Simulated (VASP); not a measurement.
# CrPAu3 (Pm-3m) in VASP: notebook

The runs below take CrPAu3 through single point, relaxation of cell and atoms, with PBE.

Program: VASP 6.6.1. These are calculated values, not measurements. Logs are shortened: lines on timing, memory, paths and dates and some standing lists are left out, and cuts for length are marked.

## Step 1: The cell of the first run

The structure is cubic, space group Pm-3m (No. 221). Conventional cell: a = 4.306 Å, b = 4.306 Å, c = 4.306 Å, α = 90.00°, β = 90.00°, γ = 90.00°. Within 4.0 Å of Cr (site symmetry m-3m) lie 12 Au at 3.04 Å and 8 P at 3.73 Å. Within 2.8 Å of P (site symmetry m-3m) lie 6 Au at 2.15 Å. Within 2.8 Å of Au (site symmetry 4/mmm) lie 2 P at 2.15 Å.

## Step 2: Single point, PBE, collinear spin, ferromagnetic start

File INCAR:

```
  PREC = Accurate
  ENCUT = 520
  EDIFF = 1E-6
  ISMEAR = 0
  SIGMA = 0.1
  LREAL = False
  LASPH = True
  NELM = 150
  ALGO = Normal
  ISIF = 2
  LWAVE = False
  LCHARG = True
  ISPIN = 2
  MAGMOM = 3 0 0 0 0
  LORBIT = 11
  LMAXMIX = 4
  GGA = PE
  LELF = True
  LVHAR = True
  NBANDS = 37
```

File KPOINTS:

```
regular mesh
0
Gamma
  4 4 4
```

File POSCAR:

```
CrPAu3
1.0
    4.3055679367      0.0000000000      0.0000000000
    0.0000000000      4.3055679367      0.0000000000
    0.0000000000      0.0000000000      4.3055679367
Cr P Au
1 1 3
Direct
    0.0000000000      0.0000000000      0.0000000000
    0.5000000000      0.5000000000      0.5000000000
    0.0000000000      0.5000000000      0.5000000000
    0.5000000000      0.0000000000      0.5000000000
    0.5000000000      0.5000000000      0.0000000000
```

Potentials or basis: VASP PAW PBE potentials, release 64 (Cr_pv, P, Au).

The run is started by

```console
cat potpaw_PBE.64/Cr_pv/POTCAR potpaw_PBE.64/P/POTCAR potpaw_PBE.64/Au/POTCAR > POTCAR
mpirun -np 1 vasp_std > vasp.out
```

OUTCAR:

```text
PREC = Accurate
   ENCUT = 520
   EDIFF = 1E-6
   ISMEAR = 0
   LREAL = False
   LASPH = True
   NELM = 150
   ISIF = 2
   ISPIN = 2
   LORBIT = 11
   GGA = PE

 ion  position               nearest neighbor table
   1  0.000  0.000  0.000-   3 3.04   4 3.04   5 3.04   3 3.04   4 3.04   3 3.04   5 3.04   3 3.04
                             4 3.04   5 3.04   4 3.04   5 3.04
   2  0.500  0.500  0.500-   3 2.15   4 2.15   5 2.15   5 2.15   4 2.15   3 2.15
   3  0.000  0.500  0.500-   2 2.15   2 2.15   4 3.04   5 3.04   1 3.04   5 3.04   1 3.04   4 3.04
                             1 3.04   1 3.04   4 3.04   5 3.04   5 3.04   4 3.04
   4  0.500  0.000  0.500-   2 2.15   2 2.15   3 3.04   5 3.04   1 3.04   5 3.04   1 3.04   3 3.04
                             5 3.04   5 3.04   1 3.04   3 3.04   1 3.04   3 3.04
   5  0.500  0.500  0.000-   2 2.15   2 2.15   3 3.04   4 3.04   1 3.04   3 3.04   4 3.04   1 3.04
                             4 3.04   4 3.04   1 3.04   3 3.04   3 3.04   1 3.04

  LATTYP: Found a simple cubic cell.
 ALAT       =     4.3055679367

  Lattice vectors:

 A1 = (   4.3055679367,   0.0000000000,   0.0000000000)
 A2 = (   0.0000000000,   4.3055679367,   0.0000000000)
 A3 = (   0.0000000000,   0.0000000000,   4.3055679367)

Analysis of symmetry for initial positions (statically):
=====================================================================
 Subroutine PRICEL returns:
 Original cell was already a primitive cell.

 Routine SETGRP: Setting up the symmetry group for a
 simple cubic supercell.

 Subroutine GETGRP returns: Found 48 space group operations
 (whereof 48 operations were pure point group operations)
 out of a pool of 48 trial point group operations.

The static configuration has the point symmetry O_h .

Analysis of symmetry for dynamics (positions and initial velocities):
=====================================================================
 Subroutine PRICEL returns:
 Original cell was already a primitive cell.

 Routine SETGRP: Setting up the symmetry group for a
 simple cubic supercell.

 Subroutine GETGRP returns: Found 48 space group operations
 (whereof 48 operations were pure point group operations)
 out of a pool of 48 trial point group operations.

The dynamic configuration has the point symmetry O_h .

Analysis of structural, dynamic, and magnetic symmetry:
=====================================================================
 Subroutine PRICEL returns:
 Original cell was already a primitive cell.

 Routine SETGRP: Setting up the symmetry group for a
 simple cubic supercell.

 Subroutine GETGRP returns: Found 48 space group operations
 (whereof 48 operations were pure point group operations)
 out of a pool of 48 trial point group operations.

The overall configuration has the point symmetry O_h .

 Subroutine INISYM returns: Found 48 space group operations
 (whereof 48 operations are pure point group operations),
 and found     1 'primitive' translations

----------------------------------------------------------------------------------------

                                     Primitive cell

  volume of cell :      79.8163

  direct lattice vectors                    reciprocal lattice vectors
     4.305567937  0.000000000  0.000000000     0.232257397  0.000000000  0.000000000
     0.000000000  4.305567937  0.000000000     0.000000000  0.232257397  0.000000000
     0.000000000  0.000000000  4.305567937     0.000000000  0.000000000  0.232257397

  length of vectors
     4.305567937  4.305567937  4.305567937     0.232257397  0.232257397  0.232257397

  position of ions in fractional coordinates (direct lattice)
     0.000000000  0.000000000  0.000000000
     0.500000000  0.500000000  0.500000000
     0.000000000  0.500000000  0.500000000
     0.500000000  0.000000000  0.500000000
     0.500000000  0.500000000  0.000000000

  ion indices of the primitive-cell ions
   primitive index   ion index
                 1           1
                 2           2
                 3           3
                 4           4
                 5           5

[... 19 lines left out ...]
     0.000000000  0.000000000  0.000000000

 Subroutine IBZKPT returns following result:
 ===========================================

 Found     10 irreducible k-points:

 Following reciprocal coordinates:
            Coordinates               Weight
  0.000000  0.000000  0.000000      1.000000
  0.250000  0.000000  0.000000      6.000000
  0.500000  0.000000  0.000000      3.000000
  0.250000  0.250000  0.000000     12.000000
  0.500000  0.250000  0.000000     12.000000
  0.500000  0.500000  0.000000      3.000000
  0.250000  0.250000  0.250000      8.000000
  0.500000  0.250000  0.250000     12.000000
  0.500000  0.500000  0.250000      6.000000
  0.500000  0.500000  0.500000      1.000000
   k-points           NKPTS =     10   k-points in BZ     NKDIM =     10   number of bands    NBANDS=     37
   number of dos      NEDOS =    301   number of ions     NIONS =      5
   total plane-waves  NPLWV =  32768
   dimension x,y,z NGX =    32 NGY =   32 NGZ =   32
   dimension x,y,z NGXF=    64 NGYF=   64 NGZF=   64
   ions per type =               1   1   3
   NGX,Y,Z   is equivalent  to a cutoff of  12.36, 12.36, 12.36 a.u.
   NGXF,Y,Z  is equivalent  to a cutoff of  24.71, 24.71, 24.71 a.u.
 SYSTEM =  unknown system
   PREC   = accura    normal or accurate (medium, high low for compatibility)
   ISTART =      0    job   : 0-new  1-cont  2-samecut
   ICHARG =      2    charge: 1-file 2-atom 10-const
   ISPIN  =      2    spin polarized calculation?
   LNONCOLLINEAR =      F non collinear calculations
   LSORBIT =      F    spin-orbit coupling
   LASPH  =      T    aspherical Exc in radial PAW
   ENCUT  =  520.0 eV  38.22 Ry    6.18 a.u.   8.01  8.01  8.01*2*pi/ulx,y,z
   NELM   =    150;   NELMIN=  2; NELMDL= -5     # of ELM steps
   EDIFF  = 0.1E-05   stopping-criterion for ELM
   LREAL  =      F    real-space projection
   EDIFFG = 0.1E-04   stopping-criterion for IOM
   NSW    =      0    number of steps for IOM
[... 5 lines left out ...]
   TEBEG  =    0.0;   TEEND  =   0.0 temperature during run
   PSTRESS=    0.0 pullay stress
   NELECT =      50.0000    total number of electrons
   NUPDOWN=      -1.0000    fix difference up-down
   EMIN   =  10.00;   EMAX   =-10.00  energy-range for DOS
   EFERMI =   0.00;   METHOD = LEGACY
   ISMEAR =     0;   SIGMA  =   0.10  broadening in eV -4-tet -1-fermi 0-gaus
   EFERMI_NEDOS =   21; number of points for ismear=-14 and -15
   IALGO  =     38    algorithm
   IMIX   =      4    mixing-type and parameters
     AMIX     =   0.40;   BMIX     =  1.00
     AMIX_MAG =   1.60;   BMIX_MAG =  1.00
  volume/ion in A,a.u.               =      15.96       107.73
  Fermi-wavevector in a.u.,A,eV,Ry     =   1.400773  2.647077 26.696870  1.962165
  Thomas-Fermi vector in A             =   2.523700
   LORBIT       =     11    0 simple, 1 ext, 2 COOP (PROOUT), +10 PAW based schemes
   GGA     = PE    functional components
   LHFCALC =     F    Hartree Fock is set to
   AEXX    =    0.0000 exact exchange contribution
   IVDW    =     0    specifies the selected vdW correction
   LEPSILON=     F    determine dielectric tensor
   LRPA    =     F    only Hartree local field effects (RPA)
 spin polarized calculation
 Gauss-broadening in eV      SIGMA  =   0.10
  energy-cutoff  :      520.00
  volume of cell :       79.82
 maximum number of plane-waves:      2176
   NGX = 17   NGY = 17   NGZ = 17

 number of electron      49.9999991 magnetization       4.1368085

 Free energy of the ion-electron system (eV)
  ---------------------------------------------------
  ext. energy  EPLUGINS =         0.00000000
  ---------------------------------------------------
  free energy    TOTEN  =       -19.54987303 eV

  energy without entropy =      -19.53630562  energy(sigma->0) =      -19.54308933

 E-fermi :  10.4969     XC(G=0): -12.1785

 val. band max:       10.4489410190   @ k =   0.5000   0.2500   0.0000
 cond. band min:      10.5546560977   @ k =   0.5000   0.5000   0.2500
 fundamental gap:      0.1057150788
 Fermi energy:        10.4969355674

 spin component 1

 k-point     1 :       0.0000    0.0000    0.0000
  band No.  band energies     occupation
      1     -33.6047      1.00000
      2     -33.6047      1.00000
      3     -33.6047      1.00000
      4      -6.1212      1.00000
      5       1.7695      1.00000
      6       2.2546      1.00000
[... 389 lines left out ...]
     36      18.6556      0.00000
     37      18.6556      0.00000
 Fermi energy:        10.4969355674

 spin component 2

 k-point     1 :       0.0000    0.0000    0.0000
  band No.  band energies     occupation
      1     -29.7722      1.00000
      2     -29.7722      1.00000
      3     -29.7722      1.00000
      4      -6.1289      1.00000
      5       2.0215      1.00000
      6       2.2598      1.00000
[... 389 lines left out ...]
     36      18.8872      0.00000
     37      18.8872      0.00000

------------------------ aborting loop because EDIFF is reached ----------------------------------------

  FORCE on cell =-STRESS in cart. coord.  units (eV):
  Direction    XX          YY          ZZ          XY          YZ          ZX
  --------------------------------------------------------------------------------------
  -------------------------------------------------------------------------------------
  Total       23.1302813     23.1302813     23.1302813      0.0000000      0.0000000     -0.0000000
  in kB      464.3015754    464.3015754    464.3015754      0.0000000      0.0000000     -0.0000000
  external PRESSURE =     464.3015754 kB  Pullay stress =       0.0000000 kB

 VOLUME and BASIS-vectors are now :
 -----------------------------------------------------------------------------
  energy-cutoff  :      520.00
  volume of cell :       79.82
      direct lattice vectors                 reciprocal lattice vectors
     4.305567937  0.000000000  0.000000000     0.232257397  0.000000000  0.000000000
     0.000000000  4.305567937  0.000000000     0.000000000  0.232257397  0.000000000
     0.000000000  0.000000000  4.305567937     0.000000000  0.000000000  0.232257397

 POSITION                                       TOTAL-FORCE (eV/Angst)
 -----------------------------------------------------------------------------------
      0.00000      0.00000      0.00000         0.000000      0.000000      0.000000
      2.15278      2.15278      2.15278         0.000000      0.000000      0.000000
      0.00000      2.15278      2.15278         0.000000      0.000000      0.000000
      2.15278      0.00000      2.15278         0.000000      0.000000      0.000000
      2.15278      2.15278      0.00000         0.000000      0.000000      0.000000
 -----------------------------------------------------------------------------------
    total drift:                                0.000000     -0.000000     -0.000000

  FREE ENERGIE OF THE ION-ELECTRON SYSTEM (eV)
  ---------------------------------------------------
  free  energy   TOTEN  =       -19.5498730340 eV

  energy  without entropy=      -19.5363056225  energy(sigma->0) =      -19.54308933

 total charge

# of ion       s       p       d       tot
------------------------------------------
    1        0.163   6.108   4.209  10.480
    2        1.026   1.728   0.000   2.755
    3        0.709   0.565   8.792  10.066
    4        0.709   0.565   8.792  10.066
    5        0.709   0.565   8.792  10.066
--------------------------------------------------
tot          3.317   9.530  30.585  43.432

 magnetization (x)

# of ion       s       p       d       tot
------------------------------------------
    1        0.034   0.020   3.799   3.854
    2       -0.009   0.025   0.000   0.016
    3       -0.047   0.005   0.017  -0.025
    4       -0.047   0.005   0.017  -0.025
    5       -0.047   0.005   0.017  -0.025
--------------------------------------------------
tot         -0.115   0.058   3.850   3.793
```

Wall time 94 s (1 thread of AMD EPYC 7R13, shared host); peak memory 0.2 GiB.

Results:

```
Free energy                                           : -19.5499 eV
Pressure                                              : 46.4 GPa
Net moment                                            : 4.14 μB per cell
Site moments                                          : Cr +3.85; P +0.02; Au -0.03 μB
Valence electrons inside the program's atomic spheres : Cr 10.48; P 2.75; Au 10.07
```

Caveat: the k points lie up to 0.36 Å⁻¹ apart; spin-orbit coupling is left out, which moves the levels of the heavy elements; a cell with one magnetic atom can't hold antiferromagnetic order, which such compounds often take.

## Step 3: Single point, PBE, collinear spin, ferromagnetic start

This run uses another cell than the first one, of 21.09 Å³/atom.

File INCAR:

```
SYSTEM = CrPAu3
PREC = Accurate ; ENCUT = 520
EDIFF = 1E-6 ; ISMEAR = 0
SIGMA = 0.1 ; LREAL = .False.
LASPH = .True. ; NELM = 150
ALGO = Normal ; ISIF = 2
LWAVE = .False. ; LCHARG = .False.
ISPIN = 2 ; MAGMOM = 4.34 0 0 0 0
LORBIT = 11 ; LMAXMIX = 4
GGA = PE ; NBANDS = 37
```

File KPOINTS:

```
Automatic mesh
0
Gamma
  4 4 4
  0 0 0
```

Edit POSCAR of step 2 so:

```diff
@@ -2,5 +2,5 @@
 1.0
-    4.3055679367      0.0000000000      0.0000000000
-    0.0000000000      4.3055679367      0.0000000000
-    0.0000000000      0.0000000000      4.3055679367
+    4.7247638366      0.0000000000      0.0000000000
+    0.0000000000      4.7247638366      0.0000000000
+    0.0000000000      0.0000000000      4.7247638366
 Cr P Au
```

Potentials or basis: VASP PAW PBE potentials, release 64 (Cr_pv, P, Au).

The run is started by

```console
cat potpaw_PBE.64/Cr_pv/POTCAR potpaw_PBE.64/P/POTCAR potpaw_PBE.64/Au/POTCAR > POTCAR
mpirun -np 1 vasp_std > vasp.out
```

OUTCAR:

```text
SYSTEM = CrPAu3
   PREC = Accurate
   ENCUT = 520
   EDIFF = 1E-6
   ISMEAR = 0
   LREAL = .False.
   LASPH = .True.
   NELM = 150
   ISIF = 2
   ISPIN = 2
   LORBIT = 11
   GGA = PE

 ion  position               nearest neighbor table
   1  0.000  0.000  0.000-   3 3.34   4 3.34   5 3.34   3 3.34   4 3.34   3 3.34   5 3.34   3 3.34
                             4 3.34   5 3.34   4 3.34   5 3.34
   2  0.500  0.500  0.500-   3 2.36   4 2.36   5 2.36   5 2.36   4 2.36   3 2.36
   3  0.000  0.500  0.500-   2 2.36   2 2.36   4 3.34   5 3.34   1 3.34   5 3.34   1 3.34   4 3.34
                             1 3.34   1 3.34   4 3.34   5 3.34   5 3.34   4 3.34
   4  0.500  0.000  0.500-   2 2.36   2 2.36   3 3.34   5 3.34   1 3.34   5 3.34   1 3.34   3 3.34
                             5 3.34   5 3.34   1 3.34   3 3.34   1 3.34   3 3.34
   5  0.500  0.500  0.000-   2 2.36   2 2.36   3 3.34   4 3.34   1 3.34   3 3.34   4 3.34   1 3.34
                             4 3.34   4 3.34   1 3.34   3 3.34   3 3.34   1 3.34

  LATTYP: Found a simple cubic cell.
 ALAT       =     4.7247638366

[... 1003 lines left out ...]
  -------------------------------------------------------------------------------------
  Total       -0.0270354     -0.0270354     -0.0270354     -0.0000000      0.0000000     -0.0000000
  in kB       -0.4106792     -0.4106792     -0.4106792     -0.0000000      0.0000000     -0.0000000
  external PRESSURE =      -0.4106792 kB  Pullay stress =       0.0000000 kB

 VOLUME and BASIS-vectors are now :
 -----------------------------------------------------------------------------
  energy-cutoff  :      520.00
  volume of cell :      105.47
      direct lattice vectors                 reciprocal lattice vectors
     4.724763837  0.000000000  0.000000000     0.211650790  0.000000000  0.000000000
     0.000000000  4.724763837  0.000000000     0.000000000  0.211650790  0.000000000
     0.000000000  0.000000000  4.724763837     0.000000000  0.000000000  0.211650790

 POSITION                                       TOTAL-FORCE (eV/Angst)
 -----------------------------------------------------------------------------------
      0.00000      0.00000      0.00000         0.000000      0.000000      0.000000
      2.36238      2.36238      2.36238         0.000000      0.000000      0.000000
      0.00000      2.36238      2.36238         0.000000      0.000000      0.000000
      2.36238      0.00000      2.36238         0.000000      0.000000      0.000000
      2.36238      2.36238      0.00000         0.000000      0.000000      0.000000
 -----------------------------------------------------------------------------------
    total drift:                                0.000000      0.000000      0.000000

  FREE ENERGIE OF THE ION-ELECTRON SYSTEM (eV)
  ---------------------------------------------------
  free  energy   TOTEN  =       -22.4086478709 eV

  energy  without entropy=      -22.4034542747  energy(sigma->0) =      -22.40605107

 total charge

# of ion       s       p       d       tot
------------------------------------------
    1        0.127   6.045   4.192  10.365
    2        1.011   1.461   0.000   2.472
    3        0.659   0.317   8.727   9.703
    4        0.659   0.317   8.727   9.703
    5        0.659   0.317   8.727   9.703
--------------------------------------------------
tot          3.114   8.457  30.374  41.945

 magnetization (x)

# of ion       s       p       d       tot
------------------------------------------
    1        0.045   0.019   4.047   4.111
    2       -0.010   0.016   0.000   0.006
    3       -0.073   0.013   0.007  -0.053
    4       -0.073   0.013   0.007  -0.053
    5       -0.073   0.013   0.007  -0.053
--------------------------------------------------
tot         -0.185   0.073   4.069   3.957
```

OSZICAR:

```text
N       E                     dE             d eps       ncg     rms          rms(c)
DAV:   1     0.365499957951E+03    0.36550E+03   -0.24636E+04  1560   0.128E+03
DAV:   2    -0.685431037188E+01   -0.37235E+03   -0.34873E+03  1581   0.316E+02
DAV:   3    -0.235187245216E+02   -0.16664E+02   -0.16165E+02  1704   0.707E+01
DAV:   4    -0.238091896887E+02   -0.29047E+00   -0.28897E+00  1773   0.913E+00
DAV:   5    -0.238168291291E+02   -0.76394E-02   -0.76360E-02  1871   0.145E+00    0.160E+01
DAV:   6    -0.224749750683E+02    0.13419E+01   -0.63520E+00  1668   0.159E+01    0.104E+01
DAV:   7    -0.224200152553E+02    0.54960E-01   -0.11358E+00  1610   0.813E+00    0.787E+00
DAV:   8    -0.224141049551E+02    0.59103E-02   -0.11214E-01  1640   0.225E+00    0.358E+00
DAV:   9    -0.224040802792E+02    0.10025E-01   -0.20735E-02  1659   0.874E-01    0.732E-01
DAV:  10    -0.224085417657E+02   -0.44615E-02   -0.21759E-03  1675   0.352E-01    0.252E-01
DAV:  11    -0.224086345293E+02   -0.92764E-04   -0.43538E-04  1683   0.128E-01    0.121E-01
DAV:  12    -0.224086518275E+02   -0.17298E-04   -0.10654E-04  1647   0.654E-02    0.377E-02
DAV:  13    -0.224086481642E+02    0.36633E-05   -0.30940E-05  1628   0.357E-02    0.111E-02
DAV:  14    -0.224086478709E+02    0.29329E-06   -0.24213E-06  1448   0.923E-03
   1 F= -.22408648E+02 E0= -.22406051E+02  d E =-.519360E-02  mag=     4.4565
```

Run time: 2 min. Hardware: 1 thread of AMD EPYC 7R13, shared host; peak memory 0.24 GiB.

What came out:

```
Free energy                                           : -22.4086 eV
Pressure                                              : 0.0 GPa
Net moment                                            : 4.46 μB per cell
Site moments                                          : Cr +4.11; P +0.01; Au -0.05 μB
Valence electrons inside the program's atomic spheres : Cr 10.37; P 2.47; Au 9.70
```

Caveat: spin-orbit coupling is left out, which moves the levels of the heavy elements; a cell with one magnetic atom can't hold antiferromagnetic order, which such compounds often take.

(Part 1 of 2 ends here.)
